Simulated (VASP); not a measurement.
Set up this calculation in VASP 6.6.1, as the native input.

| Property | Result |
| --- | --- |
| Task | single point |
| Functional | PBE |
| Potentials or basis | VASP PAW PBE potentials, release 64 (Co) |
| Cutoff | 520 eV |
| k mesh | 11 × 11 × 3 |
| Occupations | fermi-dirac, width 0.15 eV |
| Spin | collinear spin, ferromagnetic start |
| Starting moments | [2.5, 2.5, 2.5, 2.5] μB |
| Dipole correction | no |
| Further INCAR settings | ALGO = Normal; EDIFF = 1e-06; NBANDS = 30 |

The structure of Co lies in POSCAR:

```
Co
1.0
    2.5137244025      0.0000000000      0.0000000000
   -1.2568622012      2.1769491875      0.0000000000
    0.0000000000      0.0000000000      8.2295414916
Co
4
Direct
    0.0000000000      0.0000000000      0.0000000000
    0.3333333333      0.6666666667      0.2500000000
    0.0000000000      0.0000000000      0.5000000000
    0.6666666667      0.3333333333      0.7500000000
```

One way to write it, as run:

INCAR

```
PREC     = Accurate       # precision mode
ENCUT    = 520            # plane-wave cutoff, eV
EDIFF    = 1E-6           # SCF threshold, eV
ISMEAR   = -1             # smearing method
SIGMA    = 0.15           # smearing width, eV
LREAL    = F              # projectors in reciprocal space
LASPH    = T              # aspherical terms in the spheres
NELM     = 150            # most SCF steps
ALGO     = Normal         # electronic algorithm
ISIF     = 2              # what is computed and relaxed
LWAVE    = F              # write WAVECAR
LCHARG   = T              # write CHGCAR
ISPIN    = 2              # spin polarisation
MAGMOM   = 2.5 2.5 2.5 2.5 # initial moments
LORBIT   = 11             # projections on sites
LMAXMIX  = 4              # l up to which the mixer works
GGA      = PE             # functional
LELF     = T              # ELF
LVHAR    = T            
NBANDS   = 30             # bands
```

KPOINTS

```
regular mesh
0
Gamma
  11 11 3
```

Potentials or basis: VASP PAW PBE potentials, release 64 (Co).

The run is started by

```console
$ cat potpaw_PBE.64/Co/POTCAR > POTCAR
$ mpirun -np 1 vasp_std > vasp.out
```

Results of the run:

| Item | Value |
| --- | --- |
| Pressure | -7.0 GPa |
| Net moment | 6.47 μB per cell |
| Site moments | Co +1.64, +1.65 (each value once) μB |
| Valence electrons inside the program's atomic spheres | Co 8.21, 8.20 (each value once) |

Caveat: the cell stands under tension.

Wall time 85 s on 1 thread of Intel(R) Xeon(R) Platinum 8488C (Sapphire Rapids), with other jobs on the host, peak memory 0.21 GiB.
